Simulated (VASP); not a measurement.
Runs of VASP 6.6.1 on Se. The structure is that of space group I4/mmm (No. 139), or close to it. The cells are those of the table. 

```csv
cell,gap on the mesh (eV),pressure (GPa)
"a = 3.065 Å, angles 112.5, 103.6, 112.5°, 1 atom",none,-7.3
"a = 2.811 Å, angles 105.4, 118.0, 105.4°, 1 atom",none,17.5
"a = 3.026 Å, angles 111.5, 105.5, 111.5°, 1 atom",none,(a)
"a = 2.879 Å, angles 107.4, 113.6, 107.4°, 1 atom",none,5.9
```

Alike in all rows: task single point; level PBE+D3(BJ); potentials or basis VASP PAW PBE potentials, release 64 (Se); no spin polarisation; k mesh 20 × 20 × 20; cutoff (eV) 520; smearing gaussian 0.15 eV.

Question: Fill in the values left out.

Answer: (a) -5.7.

Caveats: the cell stands under tension (at least some runs); the cell stands under pressure (at least some runs).

A k mesh can miss the band edges, and the runs leave out spin-orbit coupling on Se.

A gap of «none» marks levels without a gap at the run's occupations.
